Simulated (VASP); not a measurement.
A run of VASP 6.6.1 is set up as follows.

The input INCAR:

```
PREC     = Accurate       # precision mode
ENCUT    = 520            # plane-wave cutoff, eV
EDIFF    = 1E-6           # SCF threshold, eV
ISMEAR   = 0              # smearing method
SIGMA    = 0.1            # smearing width, eV
LREAL    = F              # projectors in reciprocal space
LASPH    = T              # aspherical terms in the spheres
NELM     = 150            # most SCF steps
ALGO     = Normal         # electronic algorithm
ISIF     = 2              # what is computed and relaxed
LWAVE    = F              # write WAVECAR
LCHARG   = F              # write CHGCAR
ISPIN    = 2              # spin polarisation
MAGMOM   = 0 0 0 0 0 0 0 1 0 0 0 0 0 0 # initial moments
LORBIT   = 11             # projections on sites
LMAXMIX  = 4              # l up to which the mixer works
GGA      = PE             # functional
NBANDS   = 56             # bands
```

Contents of KPOINTS:

```
regular mesh
0
Gamma
  4 4 4
```

The input POSCAR:

```
CdAuC6N6
1.0
    0.0000000000      5.1845000000      5.1845000000
    5.1845000000      0.0000000000      5.1845000000
    5.1845000000      5.1845000000      0.0000000000
Cd C Au N
1 6 1 6
Direct
    0.5000000000      0.5000000000      0.5000000000
    0.8151220000      0.1848780000      0.1848780000
    0.1848780000      0.8151220000      0.1848780000
    0.1848780000      0.1848780000      0.8151220000
    0.1848780000      0.8151220000      0.8151220000
    0.8151220000      0.1848780000      0.8151220000
    0.8151220000      0.8151220000      0.1848780000
    0.0000000000      0.0000000000      0.0000000000
    0.7022856600      0.2977143400      0.2977143400
    0.2977143400      0.7022856600      0.2977143400
    0.2977143400      0.2977143400      0.7022856600
    0.2977143400      0.7022856600      0.7022856600
    0.7022856600      0.2977143400      0.7022856600
    0.7022856600      0.7022856600      0.2977143400
```

Potentials or basis: VASP PAW PBE potentials, release 64 (Cd, C, Au, N).

Launch:

```sh
$ cat potpaw_PBE.64/Cd/POTCAR potpaw_PBE.64/C/POTCAR potpaw_PBE.64/Au/POTCAR potpaw_PBE.64/N/POTCAR > POTCAR
$ mpirun -np 1 vasp_std > vasp.out
```

Question: Predict the pressure.

Answer: 17.5 GPa.

Question: Estimate the largest force.

Answer: 5.324 eV/Å.

Question: Predict the net moment.

Answer: 1.00 μB per cell.

Forces on the atoms (eV/Å):
```
Cd   0.000  0.000  0.000
C    5.324  0.000  0.000
C    0.000  5.324  0.000
C    0.000  0.000  5.324
C   -5.324  0.000  0.000
C    0.000 -5.324  0.000
C    0.000  0.000 -5.324
Au   0.000  0.000  0.000
N   -3.279  0.000  0.000
N    0.000 -3.279  0.000
N    0.000  0.000 -3.279
N    3.279  0.000  0.000
N    0.000  3.279  0.000
N    0.000  0.000  3.279
```

Caveat: the cell stands under pressure; forces of over 1 eV/Å act on the atoms, so gaps and moduli don't describe the material at rest.
